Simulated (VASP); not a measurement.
# Li3ClO (P4/mmm) in VASP: notebook

Runs on Li3ClO. Level: LDA. Tasks: single point.

Everything below comes from runs of VASP 6.6.1. Logs are shortened: lines on timing, memory, paths and dates and some standing lists are left out, and cuts for length are marked.

### Step 1. The cell of the first run

It takes space group P4/mmm (No. 123, tetragonal). Conventional cell: a = 4.387 Å, b = 4.387 Å, c = 3.102 Å, α = 90.00°, β = 90.00°, γ = 90.00°. Within 2.9 Å of Li (site symmetry mmm) lie 2 O at 2.19 Å and 4 Li at 2.69 Å and 4 Cl at 2.69 Å. Li (site symmetry 4/mmm) has 2 O at 1.55 Å within 2.1 Å. Within 3.5 Å of Cl (site symmetry 4/mmm) lie 12 Li at 2.69 to 3.10 Å and 2 Cl at 3.10 Å and 8 O at 3.47 Å. O (site symmetry 4/mmm) has 2 Li at 1.55 Å within 2.1 Å.

### Step 2. Single point, LDA

Contents of INCAR:

```
PREC     = Accurate       # precision mode
ENCUT    = 520            # plane-wave cutoff, eV
EDIFF    = 1E-7           # SCF threshold, eV
ISMEAR   = 0              # smearing method
SIGMA    = 0.05           # smearing width, eV
LREAL    = False          # projectors in reciprocal space
LASPH    = True           # aspherical terms in the spheres
NELM     = 60             # most SCF steps
ALGO     = Normal         # electronic algorithm
ISIF     = 2              # what is computed and relaxed
LWAVE    = False          # write WAVECAR
LCHARG   = False          # write CHGCAR
NBANDS   = 19             # bands
```

Contents of KPOINTS:

```
Automatic mesh
0
Gamma
  6 6 6
```

Contents of POSCAR:

```
Li3ClO
1.0
    4.3871808037      0.0000000000      0.0000000000
    0.0000000000      4.3871808037      0.0000000000
    0.0000000000      0.0000000000      3.1017368282
Li Cl O
3 1 1
Direct
    0.0000000000      0.5000000000      0.5000000000
    0.5000000000      0.0000000000      0.5000000000
    0.5000000000      0.5000000000      0.0000000000
    0.0000000000      0.0000000000      0.0000000000
    0.5000000000      0.5000000000      0.5000000000
```

Potentials or basis: VASP PAW LDA potentials, release 64 (Li_sv, Cl, O).

The run is started by

```bash
$ cat potpaw_LDA.64/Li_sv/POTCAR potpaw_LDA.64/Cl/POTCAR potpaw_LDA.64/O/POTCAR > POTCAR
$ mpirun -np 1 vasp_std > vasp.out
```

OUTCAR:

```text
PREC = Accurate
   ENCUT = 520
   EDIFF = 1E-7
   ISMEAR = 0
   LREAL = False
   LASPH = True
   NELM = 60
   ISIF = 2

 ion  position               nearest neighbor table
   1  0.000  0.500  0.500-   5 2.19   5 2.19
   2  0.500  0.000  0.500-   5 2.19   5 2.19
   3  0.500  0.500  0.000-   5 1.55   5 1.55
   4  0.000  0.000  0.000-
   5  0.500  0.500  0.500-   3 1.55   3 1.55   1 2.19   2 2.19   2 2.19   1 2.19

  LATTYP: Found a simple tetragonal cell.
 ALAT       =     4.3871808037
 C/A-ratio  =     0.7070000000

  Lattice vectors:

 A1 = (   4.3871808037,   0.0000000000,   0.0000000000)
 A2 = (   0.0000000000,   4.3871808037,   0.0000000000)
 A3 = (   0.0000000000,   0.0000000000,   3.1017368282)

Analysis of symmetry for initial positions (statically):
=====================================================================
 Subroutine PRICEL returns:
 Original cell was already a primitive cell.

 Routine SETGRP: Setting up the symmetry group for a
 simple tetragonal supercell.

 Subroutine GETGRP returns: Found 16 space group operations
 (whereof 16 operations were pure point group operations)
 out of a pool of 16 trial point group operations.

The static configuration has the point symmetry D_4h.

Analysis of symmetry for dynamics (positions and initial velocities):
=====================================================================
 Subroutine PRICEL returns:
 Original cell was already a primitive cell.

 Routine SETGRP: Setting up the symmetry group for a
 simple tetragonal supercell.

 Subroutine GETGRP returns: Found 16 space group operations
 (whereof 16 operations were pure point group operations)
 out of a pool of 16 trial point group operations.

The dynamic configuration has the point symmetry D_4h.

 Subroutine INISYM returns: Found 16 space group operations
 (whereof 16 operations are pure point group operations),
 and found     1 'primitive' translations

----------------------------------------------------------------------------------------

                                     Primitive cell

  volume of cell :      59.7002

  direct lattice vectors                    reciprocal lattice vectors
     4.387180804  0.000000000  0.000000000     0.227936811  0.000000000  0.000000000
     0.000000000  4.387180804  0.000000000     0.000000000  0.227936811  0.000000000
     0.000000000  0.000000000  3.101736828     0.000000000  0.000000000  0.322400015

  length of vectors
     4.387180804  4.387180804  3.101736828     0.227936811  0.227936811  0.322400015

  position of ions in fractional coordinates (direct lattice)
     0.000000000  0.500000000  0.500000000
     0.500000000  0.000000000  0.500000000
     0.500000000  0.500000000  0.000000000
     0.000000000  0.000000000  0.000000000
     0.500000000  0.500000000  0.500000000

  ion indices of the primitive-cell ions
   primitive index   ion index
                 1           1
                 2           2
                 3           3
                 4           4
                 5           5

----------------------------------------------------------------------------------------

 KPOINTS: Automatic mesh

Automatic generation of k-mesh.
 Grid dimensions read from file:
 generate k-points for:    6    6    6

 Generating k-lattice:

  Cartesian coordinates                     Fractional coordinates (reciprocal lattice)
     0.037989468  0.000000000  0.000000000     0.166666667  0.000000000  0.000000000
     0.000000000  0.037989468  0.000000000     0.000000000  0.166666667  0.000000000
     0.000000000  0.000000000  0.053733336     0.000000000  0.000000000  0.166666667

  Length of vectors
     0.037989468  0.037989468  0.053733336

  Shift w.r.t. Gamma in fractional coordinates (k-lattice)
     0.000000000  0.000000000  0.000000000

 Subroutine IBZKPT returns following result:
 ===========================================

 Found     40 irreducible k-points:

 Following reciprocal coordinates:
            Coordinates               Weight
  0.000000  0.000000  0.000000      1.000000
  0.166667  0.000000  0.000000      4.000000
  0.333333  0.000000  0.000000      4.000000
  0.500000  0.000000  0.000000      2.000000
  0.166667  0.166667  0.000000      4.000000
  0.333333  0.166667  0.000000      8.000000
[... 16 lines left out ...]
  0.333333  0.000000  0.333333      8.000000
  0.500000  0.000000  0.333333      4.000000
 [... further k-points ...]
   k-points           NKPTS =     40   k-points in BZ     NKDIM =     40   number of bands    NBANDS=     19
   number of dos      NEDOS =    301   number of ions     NIONS =      5
   total plane-waves  NPLWV =  31104
   dimension x,y,z NGX =    36 NGY =   36 NGZ =   24
   dimension x,y,z NGXF=    72 NGYF=   72 NGZF=   48
   ions per type =               3   1   1
   NGX,Y,Z   is equivalent  to a cutoff of  13.64, 13.64, 12.86 a.u.
   NGXF,Y,Z  is equivalent  to a cutoff of  27.28, 27.28, 25.73 a.u.
 SYSTEM =  unknown system
   PREC   = accura    normal or accurate (medium, high low for compatibility)
   ISTART =      0    job   : 0-new  1-cont  2-samecut
   ICHARG =      2    charge: 1-file 2-atom 10-const
   ISPIN  =      1    spin polarized calculation?
   LNONCOLLINEAR =      F non collinear calculations
   LSORBIT =      F    spin-orbit coupling
   LASPH  =      T    aspherical Exc in radial PAW
   ENCUT  =  520.0 eV  38.22 Ry    6.18 a.u.   8.16  8.16  5.77*2*pi/ulx,y,z
   NELM   =     60;   NELMIN=  2; NELMDL= -5     # of ELM steps
   EDIFF  = 0.1E-06   stopping-criterion for ELM
   LREAL  =      F    real-space projection
   EDIFFG = 0.1E-05   stopping-criterion for IOM
   NSW    =      0    number of steps for IOM
   IBRION =     -1    ionic relax: 0-MD 1-quasi-New 2-CG
   NFREE  =      0    steps in history (QN), initial steepest desc. (CG)
   ISIF   =      2    stress and relaxation
   ISYM   =      2    0-nonsym 1-usesym 2-fastsym
   POTIM  = 0.5000    time-step for ionic-motion
   TEBEG  =    0.0;   TEEND  =   0.0 temperature during run
   PSTRESS=    0.0 pullay stress
   NELECT =      22.0000    total number of electrons
   NUPDOWN=      -1.0000    fix difference up-down
   EMIN   =  10.00;   EMAX   =-10.00  energy-range for DOS
   EFERMI =   0.00;   METHOD = LEGACY
   ISMEAR =     0;   SIGMA  =   0.05  broadening in eV -4-tet -1-fermi 0-gaus
   EFERMI_NEDOS =   21; number of points for ismear=-14 and -15
   IALGO  =     38    algorithm
   IMIX   =      4    mixing-type and parameters
     AMIX     =   0.40;   BMIX     =  1.00
     AMIX_MAG =   1.60;   BMIX_MAG =  1.00
  volume/ion in A,a.u.               =      11.94        80.58
  Fermi-wavevector in a.u.,A,eV,Ry     =   1.173700  2.217971 18.742996  1.377571
  Thomas-Fermi vector in A             =   2.310109
   LORBIT       =      0    0 simple, 1 ext, 2 COOP (PROOUT), +10 PAW based schemes
   GGA     = CA    functional components
   LHFCALC =     F    Hartree Fock is set to
   AEXX    =    0.0000 exact exchange contribution
   IVDW    =     0    specifies the selected vdW correction
   LEPSILON=     F    determine dielectric tensor
   LRPA    =     F    only Hartree local field effects (RPA)
 non-spin polarized calculation
 Gauss-broadening in eV      SIGMA  =   0.05
  energy-cutoff  :      520.00
  volume of cell :       59.70
 maximum number of plane-waves:      1660
 NGX is ok and might be reduce to    36

 number of electron      21.9999982 magnetization

 Free energy of the ion-electron system (eV)
  ---------------------------------------------------
  ext. energy  EPLUGINS =         0.00000000
  ---------------------------------------------------
  free energy    TOTEN  =       -22.23407342 eV

  energy without entropy =      -22.23407342  energy(sigma->0) =      -22.23407342

 E-fermi :   2.1965     XC(G=0):  -9.4996

 val. band max:        1.9401378084   @ k =   0.5000   0.0000   0.5000
 cond. band min:       5.5667729049   @ k =   0.0000   0.0000   0.0000
 fundamental gap:      3.6266350965
 Fermi energy:         2.1964539122

 k-point     1 :       0.0000    0.0000    0.0000
  band No.  band energies     occupation
      1     -41.7846      2.00000
      2     -41.7703      2.00000
      3     -39.0232      2.00000
      4     -13.2298      2.00000
      5     -12.4790      2.00000
      6      -2.0330      2.00000
[... 11 lines left out ...]
     18      14.5424      0.00000
     19      14.5424      0.00000

 k-point     2 :       0.1667    0.0000    0.0000
  band No.  band energies     occupation
      1     -41.7835      2.00000
      2     -41.7712      2.00000
      3     -39.0233      2.00000
      4     -13.1878      2.00000
      5     -12.5328      2.00000
      6      -2.0126      2.00000
[... 11 lines left out ...]
     18      14.4537      0.00000
     19      14.5536      0.00000

 k-point     3 :       0.3333    0.0000    0.0000
  band No.  band energies     occupation
      1     -41.7807      2.00000
      2     -41.7737      2.00000
      3     -39.0236      2.00000
      4     -13.0735      2.00000
      5     -12.6707      2.00000
      6      -1.9703      2.00000
[... 11 lines left out ...]
     18      13.5590      0.00000
     19      13.8198      0.00000

 k-point     4 :       0.5000    0.0000    0.0000
  band No.  band energies     occupation
      1     -41.7774      2.00000
      2     -41.7770      2.00000
      3     -39.0237      2.00000
      4     -12.9647      2.00000
      5     -12.7913      2.00000
      6      -1.9482      2.00000
[... 407 lines left out ...]
     18      12.4200      0.00000
     19      14.0424      0.00000

 k-point    23 :       0.3333    0.0000    0.3333
  band No.  band energies     occupation
      1     -41.7758      2.00000
      2     -41.7692      2.00000
      3     -39.0058      2.00000
      4     -13.2140      2.00000
      5     -12.4492      2.00000
      6      -2.0612      2.00000
[... 11 lines left out ...]
     18      12.6937      0.00000
     19      15.4731      0.00000

 k-point    24 :       0.5000    0.0000    0.3333
  band No.  band energies     occupation
      1     -41.7725      2.00000
      2     -41.7724      2.00000
      3     -39.0058      2.00000
      4     -13.2091      2.00000
      5     -12.4518      2.00000
      6      -2.0885      2.00000
[... 11 lines left out ...]
     18      13.5224      0.00000
     19      13.8345      0.00000

 [... further k-points ...]

------------------------ aborting loop because EDIFF is reached ----------------------------------------

  FORCE on cell =-STRESS in cart. coord.  units (eV):
  Direction    XX          YY          ZZ          XY          YZ          ZX
  --------------------------------------------------------------------------------------
  -------------------------------------------------------------------------------------
  Total       -3.8662232     -3.8662232     12.0515334      0.0000000      0.0000000     -0.0000000
  in kB     -103.7579761   -103.7579761    323.4274528      0.0000000      0.0000000     -0.0000000
  external PRESSURE =      38.6371669 kB  Pullay stress =       0.0000000 kB

 VOLUME and BASIS-vectors are now :
 -----------------------------------------------------------------------------
  energy-cutoff  :      520.00
  volume of cell :       59.70
      direct lattice vectors                 reciprocal lattice vectors
     4.387180804  0.000000000  0.000000000     0.227936811  0.000000000  0.000000000
     0.000000000  4.387180804  0.000000000     0.000000000  0.227936811  0.000000000
     0.000000000  0.000000000  3.101736828     0.000000000  0.000000000  0.322400015

 POSITION                                       TOTAL-FORCE (eV/Angst)
 -----------------------------------------------------------------------------------
      0.00000      2.19359      1.55087         0.000000      0.000000      0.000000
      2.19359      0.00000      1.55087         0.000000      0.000000      0.000000
      2.19359      2.19359      0.00000         0.000000      0.000000      0.000000
      0.00000      0.00000      0.00000         0.000000      0.000000      0.000000
      2.19359      2.19359      1.55087         0.000000      0.000000      0.000000
 -----------------------------------------------------------------------------------
    total drift:                                0.000000      0.000000      0.000000

  FREE ENERGIE OF THE ION-ELECTRON SYSTEM (eV)
  ---------------------------------------------------
  free  energy   TOTEN  =       -22.2340734193 eV

  energy  without entropy=      -22.2340734193  energy(sigma->0) =      -22.23407342
```

Wall time 29 s (1 thread of Intel Xeon Platinum 8488C (Sapphire Rapids), shared host); peak memory 0.17 GiB.

Results:

* Free energy: -22.2341 eV
* Band gap on the k mesh: 3.63 eV (least direct gap 3.68 eV)

Levels at points of the mesh, in eV from the valence-band top:
| k point | band 8 | band 9 | band 10 | band 11 | band 12 | band 13 | band 14 | band 15 |
| --- | --- | --- | --- | --- | --- | --- | --- | --- |
| (0.00, 0.00, 0.00) | -1.81 | -1.19 | -1.19 | -0.86 | 3.63 | 5.41 | 8.55 | 9.26 |
| (0.50, 0.00, 0.00) | -2.00 | -1.89 | -1.63 | -0.99 | 5.86 | 7.09 | 7.49 | 8.34 |
| (0.50, 0.50, 0.00) | -1.60 | -0.93 | -0.73 | -0.73 | 5.04 | 6.00 | 8.67 | 8.67 |
| (0.00, 0.00, 0.50) | -2.63 | -1.31 | -1.31 | -0.70 | 5.04 | 5.08 | 6.80 | 6.80 |
| (0.50, 0.00, 0.50) | -2.54 | -1.19 | -0.71 | 0.00 | 3.68 | 6.08 | 6.17 | 7.25 |
| (0.50, 0.50, 0.50) | -3.40 | -1.10 | -1.10 | -0.42 | 6.51 | 6.51 | 7.61 | 7.61 |

Caveat: the cutoff is under 1.25 times the usual one of these potentials, so pressure, stress and relaxed cells hold a basis-set (Pulay) error.

### Step 3. Single point, LDA

This run uses another cell than the first one, of the same volume but with other edges.

Contents of INCAR:

```
SYSTEM = Li3ClO
PREC = Accurate
ENCUT = 520
EDIFF = 1E-7
ISMEAR = 0
SIGMA = 0.05
LREAL = .FALSE.
LASPH = .TRUE.
NELM = 100
ALGO = Normal
ISIF = 2
LWAVE = .FALSE.
LCHARG = .FALSE.
GGA = CA
NBANDS = 19
```

Contents of KPOINTS:

```
regular mesh
0
G
  6 6 6
  0 0 0
```

Edit POSCAR of step 2 so:

```diff
@@ -2,5 +2,5 @@
 1.0
-    4.3871808037      0.0000000000      0.0000000000
-    0.0000000000      4.3871808037      0.0000000000
-    0.0000000000      0.0000000000      3.1017368282
+    3.4821077115      0.0000000000      0.0000000000
+    0.0000000000      3.4821077115      0.0000000000
+    0.0000000000      0.0000000000      4.9237003041
 Li Cl O
```

Potentials or basis: VASP PAW LDA potentials, release 64 (Li_sv, Cl, O).

The run is started by

```bash
$ cat potpaw_LDA.64/Li_sv/POTCAR potpaw_LDA.64/Cl/POTCAR potpaw_LDA.64/O/POTCAR > POTCAR
$ mpirun -np 1 vasp_std > vasp.out
```

OUTCAR:

```text
SYSTEM = Li3ClO
   PREC = Accurate
   ENCUT = 520
   EDIFF = 1E-7
   ISMEAR = 0
   LREAL = .FALSE.
   LASPH = .TRUE.
   NELM = 100
   ISIF = 2
   GGA = CA

 ion  position               nearest neighbor table
   1  0.000  0.500  0.500-   5 1.74   5 1.74   2 2.46   2 2.46   2 2.46   2 2.46
   2  0.500  0.000  0.500-   5 1.74   5 1.74   1 2.46   1 2.46   1 2.46   1 2.46
   3  0.500  0.500  0.000-   4 2.46   4 2.46   4 2.46   4 2.46
   4  0.000  0.000  0.000-   3 2.46   3 2.46   3 2.46   3 2.46
   5  0.500  0.500  0.500-   1 1.74   2 1.74   2 1.74   1 1.74
[... 734 lines left out ...]
  -------------------------------------------------------------------------------------
  Total        2.1969527      2.1969527     -2.9124893      0.0000000      0.0000000     -0.0000000
  in kB       58.9597025     58.9597025    -78.1625839      0.0000000      0.0000000     -0.0000000
  external PRESSURE =      13.2522737 kB  Pullay stress =       0.0000000 kB

 VOLUME and BASIS-vectors are now :
 -----------------------------------------------------------------------------
  energy-cutoff  :      520.00
  volume of cell :       59.70
      direct lattice vectors                 reciprocal lattice vectors
     3.482107711  0.000000000  0.000000000     0.287182386  0.000000000  0.000000000
     0.000000000  3.482107711  0.000000000     0.000000000  0.287182386  0.000000000
     0.000000000  0.000000000  4.923700304     0.000000000  0.000000000  0.203099283

 POSITION                                       TOTAL-FORCE (eV/Angst)
 -----------------------------------------------------------------------------------
      0.00000      1.74105      2.46185         0.000000      0.000000      0.000000
      1.74105      0.00000      2.46185         0.000000      0.000000      0.000000
      1.74105      1.74105      0.00000         0.000000      0.000000      0.000000
      0.00000      0.00000      0.00000         0.000000      0.000000      0.000000
      1.74105      1.74105      2.46185         0.000000      0.000000      0.000000
 -----------------------------------------------------------------------------------
    total drift:                                0.000000      0.000000      0.000000

  FREE ENERGIE OF THE ION-ELECTRON SYSTEM (eV)
  ---------------------------------------------------
  free  energy   TOTEN  =       -23.0242888428 eV

  energy  without entropy=      -23.0242888428  energy(sigma->0) =      -23.02428884
```

stdout:

```text
POSCAR found type information on POSCAR LiClO
 POSCAR found :  3 types and       5 ions
 scaLAPACK will be used
 LDA part: xc-table for (Slater(with rela. corr.)+CA(PZ))
 , standard interpolation
 POSCAR, INCAR and KPOINTS ok, starting setup
 FFT: planning ... GRIDC
 FFT: planning ... GRID_SOFT
 FFT: planning ... GRID
 WAVECAR not read
 entering main loop
```

Wall time 32 s (1 thread of Intel Xeon Platinum 8488C (Sapphire Rapids), shared host); peak memory 0.17 GiB.

Results:

```
Free energy            : -23.0243 eV
Band gap on the k mesh : 3.78 eV (least direct gap 3.96 eV)
```

Levels at points of the mesh, in eV from the valence-band top:
```tsv
k point	band 9	band 10	band 11	band 12	band 13	band 14
(0.00, 0.00, 0.00)	-0.98	-0.98	0.00	4.43	7.15	7.92
(0.50, 0.00, 0.00)	-1.10	-1.03	-0.99	6.24	6.86	7.57
(0.50, 0.50, 0.00)	-0.46	-0.18	-0.18	3.78	6.78	6.78
(0.00, 0.00, 0.50)	-1.34	-1.34	-1.10	6.93	7.12	7.64
(0.50, 0.00, 0.50)	-1.07	-0.10	-0.07	5.67	5.88	8.10
(0.50, 0.50, 0.50)	-0.49	-0.49	-0.44	5.63	8.09	8.66
```

Caveat: the cutoff is under 1.25 times the usual one of these potentials, so pressure, stress and relaxed cells hold a basis-set (Pulay) error.

(Part 1 of 2 ends here.)
